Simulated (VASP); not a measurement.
# AlAs (m) (F-43m) in VASP: a series of runs

The runs below take AlAs (m) through single point, with PBE.

Program: VASP 6.6.1. These are calculated values, not measurements. Logs are shortened: lines on timing, memory, paths and dates and some standing lists are left out, and cuts for length are marked.

## (1) The cell of the first run

It takes space group F-43m (No. 216, cubic). The conventional cell has a = 5.728 Å, b = 5.728 Å, c = 5.728 Å, α = 90.00°, β = 90.00°, γ = 90.00°. Within 3.3 Å of Al (site symmetry -43m) lie 4 As at 2.48 Å. Within 3.3 Å of As (site symmetry -43m) lie 4 Al at 2.48 Å.

## (2) Single point, PBE

INCAR reads:

```
  PREC = Accurate
  ENCUT = 500
  EDIFF = 1E-6
  ISMEAR = 0
  SIGMA = 0.02
  LREAL = False
  LASPH = True
  NELM = 120
  ALGO = Normal
  ISIF = 2
  LWAVE = False
  LCHARG = True
  GGA = PE
  LELF = True
  LVHAR = True
  NBANDS = 11
  GGA_COMPAT = False
```

KPOINTS reads:

```
regular mesh
0
Gamma
  8 8 8
```

POSCAR reads:

```
AlAs
1.0
    0.0000000000      2.8639562378      2.8639562378
    2.8639562378      0.0000000000      2.8639562378
    2.8639562378      2.8639562378      0.0000000000
Al As
1 1
Direct
    0.0000000000      0.0000000000      0.0000000000
    0.2500000000      0.2500000000      0.2500000000
```

Potentials or basis: VASP PAW PBE potentials, release 64 (Al, As).

Command:

```sh
> cat potpaw_PBE.64/Al/POTCAR potpaw_PBE.64/As/POTCAR > POTCAR
> mpirun -np 1 vasp_std > vasp.out
```

OUTCAR:

```text
PREC = Accurate
   ENCUT = 500
   EDIFF = 1E-6
   ISMEAR = 0
   LREAL = False
   LASPH = True
   NELM = 120
   ISIF = 2
   GGA = PE

 ion  position               nearest neighbor table
   1  0.000  0.000  0.000-   2 2.48   2 2.48   2 2.48   2 2.48
   2  0.250  0.250  0.250-   1 2.48   1 2.48   1 2.48   1 2.48

  LATTYP: Found a face centered cubic cell.
 ALAT       =     5.7279124756

  Lattice vectors:

 A1 = (   0.0000000000,   2.8639562378,   2.8639562378)
 A2 = (   2.8639562378,   0.0000000000,   2.8639562378)
 A3 = (   2.8639562378,   2.8639562378,   0.0000000000)

Analysis of symmetry for initial positions (statically):
=====================================================================
 Subroutine PRICEL returns:
 Original cell was already a primitive cell.

 Routine SETGRP: Setting up the symmetry group for a
 face centered cubic supercell.

 Subroutine GETGRP returns: Found 24 space group operations
 (whereof 24 operations were pure point group operations)
 out of a pool of 48 trial point group operations.

The static configuration has the point symmetry T_d .

Analysis of symmetry for dynamics (positions and initial velocities):
=====================================================================
 Subroutine PRICEL returns:
 Original cell was already a primitive cell.

 Routine SETGRP: Setting up the symmetry group for a
 face centered cubic supercell.

 Subroutine GETGRP returns: Found 24 space group operations
 (whereof 24 operations were pure point group operations)
 out of a pool of 48 trial point group operations.

The dynamic configuration has the point symmetry T_d .

 Subroutine INISYM returns: Found 24 space group operations
 (whereof 24 operations are pure point group operations),
 and found     1 'primitive' translations

----------------------------------------------------------------------------------------

                                     Primitive cell

  volume of cell :      46.9817

  direct lattice vectors                    reciprocal lattice vectors
     0.000000000  2.863956238  2.863956238    -0.174583673  0.174583673  0.174583673
     2.863956238  0.000000000  2.863956238     0.174583673 -0.174583673  0.174583673
     2.863956238  2.863956238  0.000000000     0.174583673  0.174583673 -0.174583673

  length of vectors
     4.050245754  4.050245754  4.050245754     0.302387792  0.302387792  0.302387792

  position of ions in fractional coordinates (direct lattice)
     0.000000000  0.000000000  0.000000000
     0.250000000  0.250000000  0.250000000

  ion indices of the primitive-cell ions
   primitive index   ion index
                 1           1
                 2           2

----------------------------------------------------------------------------------------

 KPOINTS: regular mesh

Automatic generation of k-mesh.
 Grid dimensions read from file:
 generate k-points for:    8    8    8

 Generating k-lattice:

  Cartesian coordinates                     Fractional coordinates (reciprocal lattice)
    -0.021822959  0.021822959  0.021822959     0.125000000  0.000000000  0.000000000
     0.021822959 -0.021822959  0.021822959     0.000000000  0.125000000  0.000000000
     0.021822959  0.021822959 -0.021822959     0.000000000  0.000000000  0.125000000

  Length of vectors
     0.037798474  0.037798474  0.037798474

  Shift w.r.t. Gamma in fractional coordinates (k-lattice)
     0.000000000  0.000000000  0.000000000

 Subroutine IBZKPT returns following result:
 ===========================================

 Found     29 irreducible k-points:

 Following reciprocal coordinates:
            Coordinates               Weight
  0.000000  0.000000  0.000000      1.000000
  0.125000  0.000000  0.000000      8.000000
  0.250000  0.000000  0.000000      8.000000
  0.375000  0.000000  0.000000      8.000000
  0.500000  0.000000  0.000000      4.000000
  0.125000  0.125000  0.000000      6.000000
[... 16 lines left out ...]
  0.500000  0.250000  0.125000     48.000000
 -0.375000  0.250000  0.125000     24.000000
 [... further k-points ...]
   k-points           NKPTS =     29   k-points in BZ     NKDIM =     29   number of bands    NBANDS=     11
   number of dos      NEDOS =    301   number of ions     NIONS =      2
   total plane-waves  NPLWV =  27000
   dimension x,y,z NGX =    30 NGY =   30 NGZ =   30
   dimension x,y,z NGXF=    60 NGYF=   60 NGZF=   60
   ions per type =               1   1
   NGX,Y,Z   is equivalent  to a cutoff of  12.31, 12.31, 12.31 a.u.
   NGXF,Y,Z  is equivalent  to a cutoff of  24.63, 24.63, 24.63 a.u.
 SYSTEM =  unknown system
   PREC   = accura    normal or accurate (medium, high low for compatibility)
   ISTART =      0    job   : 0-new  1-cont  2-samecut
   ICHARG =      2    charge: 1-file 2-atom 10-const
   ISPIN  =      1    spin polarized calculation?
   LNONCOLLINEAR =      F non collinear calculations
   LSORBIT =      F    spin-orbit coupling
   LASPH  =      T    aspherical Exc in radial PAW
   ENCUT  =  500.0 eV  36.75 Ry    6.06 a.u.   7.38  7.38  7.38*2*pi/ulx,y,z
   NELM   =    120;   NELMIN=  2; NELMDL= -5     # of ELM steps
   EDIFF  = 0.1E-05   stopping-criterion for ELM
   LREAL  =      F    real-space projection
   EDIFFG = 0.1E-04   stopping-criterion for IOM
   NSW    =      0    number of steps for IOM
   IBRION =     -1    ionic relax: 0-MD 1-quasi-New 2-CG
   NFREE  =      0    steps in history (QN), initial steepest desc. (CG)
   ISIF   =      2    stress and relaxation
   ISYM   =      2    0-nonsym 1-usesym 2-fastsym
   POTIM  = 0.5000    time-step for ionic-motion
   TEBEG  =    0.0;   TEEND  =   0.0 temperature during run
   PSTRESS=    0.0 pullay stress
   NELECT =       8.0000    total number of electrons
   NUPDOWN=      -1.0000    fix difference up-down
   EMIN   =  10.00;   EMAX   =-10.00  energy-range for DOS
   EFERMI =   0.00;   METHOD = LEGACY
   ISMEAR =     0;   SIGMA  =   0.02  broadening in eV -4-tet -1-fermi 0-gaus
   EFERMI_NEDOS =   21; number of points for ismear=-14 and -15
   IALGO  =     38    algorithm
   IMIX   =      4    mixing-type and parameters
     AMIX     =   0.40;   BMIX     =  1.00
     AMIX_MAG =   1.60;   BMIX_MAG =  1.00
  volume/ion in A,a.u.               =      23.49       158.52
  Fermi-wavevector in a.u.,A,eV,Ry     =   0.907392  1.714723 11.202505  0.823361
  Thomas-Fermi vector in A             =   2.031194
   LORBIT       =      0    0 simple, 1 ext, 2 COOP (PROOUT), +10 PAW based schemes
   GGA     = PE    functional components
   LHFCALC =     F    Hartree Fock is set to
   AEXX    =    0.0000 exact exchange contribution
   IVDW    =     0    specifies the selected vdW correction
   LEPSILON=     F    determine dielectric tensor
   LRPA    =     F    only Hartree local field effects (RPA)
 non-spin polarized calculation
 Gauss-broadening in eV      SIGMA  =   0.02
  energy-cutoff  :      500.00
  volume of cell :       46.98
 maximum number of plane-waves:      1243
 NGX is ok and might be reduce to    30
   NGX = 15   NGY = 15   NGZ = 15

 number of electron       7.9999999 magnetization

 Free energy of the ion-electron system (eV)
  ---------------------------------------------------
  ext. energy  EPLUGINS =         0.00000000
  ---------------------------------------------------
  free energy    TOTEN  =        -9.38798555 eV

  energy without entropy =       -9.38798555  energy(sigma->0) =       -9.38798555

 E-fermi :   3.6740     XC(G=0):  -8.9045

 val. band max:        3.5937808533   @ k =   0.0000   0.0000   0.0000
 cond. band min:       5.0882271034   @ k =   0.5000   0.5000   0.0000
 fundamental gap:      1.4944462500
 Fermi energy:         3.6740431219

 k-point     1 :       0.0000    0.0000    0.0000
  band No.  band energies     occupation
      1      -8.0768      2.00000
      2       3.5938      2.00000
      3       3.5938      2.00000
      4       3.5938      2.00000
      5       5.3764      0.00000
      6       7.8207      0.00000
      7       7.8207      0.00000
      8       7.8207      0.00000
      9      12.2764      0.00000
     10      12.5360      0.00000
     11      12.5360      0.00000

 k-point     2 :       0.1250    0.0000    0.0000
  band No.  band energies     occupation
      1      -7.9308      2.00000
      2       2.1693      2.00000
      3       3.4382      2.00000
      4       3.4382      2.00000
      5       6.1758      0.00000
      6       8.0937      0.00000
      7       8.0937      0.00000
      8       8.1782      0.00000
      9      11.9540      0.00000
     10      11.9540      0.00000
     11      12.9964      0.00000

 k-point     3 :       0.2500    0.0000    0.0000
  band No.  band energies     occupation
      1      -7.5272      2.00000
      2       0.2696      2.00000
      3       3.1301      2.00000
      4       3.1301      2.00000
      5       6.0614      0.00000
      6       8.4387      0.00000
      7       8.4387      0.00000
      8       9.8407      0.00000
      9      11.8440      0.00000
     10      11.8440      0.00000
     11      12.8846      0.00000

 k-point     4 :       0.3750    0.0000    0.0000
  band No.  band energies     occupation
      1      -7.0096      2.00000
      2      -1.2188      2.00000
      3       2.8831      2.00000
      4       2.8831      2.00000
      5       5.7326      0.00000
      6       8.3522      0.00000
      7       8.3522      0.00000
      8      11.1866      0.00000
      9      13.0870      0.00000
     10      13.0870      0.00000
     11      13.1105      0.00000

 k-point     5 :       0.5000    0.0000    0.0000
  band No.  band energies     occupation
      1      -6.7365      2.00000
      2      -1.8243      2.00000
      3       2.7932      2.00000
      4       2.7932      2.00000
      5       5.6060      0.00000
      6       8.2470      0.00000
      7       8.2470      0.00000
      8      11.2758      0.00000
      9      14.5008      0.00000
     10      14.9912      0.00000
     11      14.9912      0.00000
[... 211 lines left out ...]
 k-point    21 :       0.5000    0.5000    0.0000
  band No.  band energies     occupation
      1      -6.2190      2.00000
      2      -1.7176      2.00000
      3       1.4979      2.00000
      4       1.4979      2.00000
      5       5.0882      0.00000
      6       5.8826      0.00000
      7      13.6548      0.00000
      8      13.6548      0.00000
      9      14.9875      0.00000
     10      15.9536      0.00000
     11      15.9536      0.00000

 k-point    22 :       0.3750    0.2500    0.1250
  band No.  band energies     occupation
      1      -7.1903      2.00000
      2      -0.1171      2.00000
      3       1.7141      2.00000
      4       2.6503      2.00000
      5       7.1484      0.00000
      6       7.6956      0.00000
      7       8.8665      0.00000
      8       9.9903      0.00000
      9      11.6316      0.00000
     10      13.8699      0.00000
     11      15.3769      0.00000

 k-point    23 :       0.5000    0.2500    0.1250
  band No.  band energies     occupation
      1      -6.7262      2.00000
      2      -1.0864      2.00000
      3       1.1428      2.00000
      4       2.2854      2.00000
      5       7.2006      0.00000
      6       7.9795      0.00000
      7       9.2824      0.00000
      8      10.3439      0.00000
      9      12.7632      0.00000
     10      13.9679      0.00000
     11      15.5869      0.00000

 k-point    24 :      -0.3750    0.2500    0.1250
  band No.  band energies     occupation
      1      -6.4891      2.00000
      2      -1.5399      2.00000
      3       0.9919      2.00000
      4       2.1107      2.00000
      5       7.1741      0.00000
      6       7.8047      0.00000
      7      10.1328      0.00000
      8      11.0966      0.00000
      9      11.8127      0.00000
     10      14.4569      0.00000
     11      15.6778      0.00000

 [... further k-points ...]

------------------------ aborting loop because EDIFF is reached ----------------------------------------

  FORCE on cell =-STRESS in cart. coord.  units (eV):
  Direction    XX          YY          ZZ          XY          YZ          ZX
  --------------------------------------------------------------------------------------
  -------------------------------------------------------------------------------------
  Total        0.0513103      0.0513103      0.0513103      0.0000000     -0.0000000      0.0000000
  in kB        1.7497906      1.7497906      1.7497906      0.0000000     -0.0000000      0.0000000
  external PRESSURE =       1.7497906 kB  Pullay stress =       0.0000000 kB

 VOLUME and BASIS-vectors are now :
 -----------------------------------------------------------------------------
  energy-cutoff  :      500.00
  volume of cell :       46.98
      direct lattice vectors                 reciprocal lattice vectors
     0.000000000  2.863956238  2.863956238    -0.174583673  0.174583673  0.174583673
     2.863956238  0.000000000  2.863956238     0.174583673 -0.174583673  0.174583673
     2.863956238  2.863956238  0.000000000     0.174583673  0.174583673 -0.174583673

 POSITION                                       TOTAL-FORCE (eV/Angst)
 -----------------------------------------------------------------------------------
      0.00000      0.00000      0.00000         0.000000      0.000000      0.000000
      1.43198      1.43198      1.43198        -0.000000     -0.000000     -0.000000
 -----------------------------------------------------------------------------------
    total drift:                               -0.000000     -0.000000      0.000000

  FREE ENERGIE OF THE ION-ELECTRON SYSTEM (eV)
  ---------------------------------------------------
  free  energy   TOTEN  =        -9.3879855523 eV

  energy  without entropy=       -9.3879855523  energy(sigma->0) =       -9.38798555
```

Run time: 23 s. Hardware: 1 thread of Intel Xeon 8259CL, shared host; peak memory 0.17 GiB.

What came out:

| Property | Result |
| --- | --- |
| Free energy | -9.3880 eV |
| Pressure | 0.2 GPa |
| Band gap on the k mesh | 1.49 eV, indirect (least direct gap 1.78 eV) |

## (3) Single point, PBE

INCAR reads:

```
SYSTEM = AlAs
PREC     = Accurate       ! precision mode
ENCUT    = 500            ! plane-wave cutoff, eV
EDIFF    = 1E-6           ! SCF threshold, eV
ISMEAR   = 0              ! smearing method
SIGMA    = 0.02           ! smearing width, eV
LREAL    = .False.        ! projectors in reciprocal space
LASPH    = .True.         ! aspherical terms in the spheres
NELM     = 120            ! most SCF steps
ALGO     = Normal         ! electronic algorithm
ISIF     = 2              ! what is computed and relaxed
LWAVE    = .False.        ! write WAVECAR
LCHARG   = .False.        ! write CHGCAR
GGA      = PE             ! functional
NBANDS   = 11             ! bands
GGA_COMPAT= .False.
```

KPOINTS reads:

```
regular mesh
0
Gamma
  8 8 8
  0 0 0
```

POSCAR is that of step 2.

Potentials or basis: VASP PAW PBE potentials, release 64 (Al, As).

Command:

```sh
> cat potpaw_PBE.64/Al/POTCAR potpaw_PBE.64/As/POTCAR > POTCAR
> mpirun -np 1 vasp_std > vasp.out
```

It took 19 s on 1 thread of Intel Xeon 8259CL, shared host; peak memory 0.17 GiB.

Results (log left out):

```yaml
Free_energy: -9.3880 eV
Pressure: 0.2 GPa
Band_gap_on_the_k_mesh: 1.49 eV, indirect (least direct gap 1.78 eV)
```

Levels at points of the mesh, in eV from the valence-band top:
```
           k point  band 1  band 2  band 3  band 4  band 5  band 6  band 7  band 8
(0.00, 0.00, 0.00)  -11.67    0.00    0.00    0.00    1.78    4.23    4.23    4.23
(0.50, 0.00, 0.00)  -10.33   -5.42   -0.80   -0.80    2.01    4.65    4.65    7.68
(0.50, 0.50, 0.00)   -9.81   -5.31   -2.10   -2.10    1.49    2.29   10.06   10.06
```
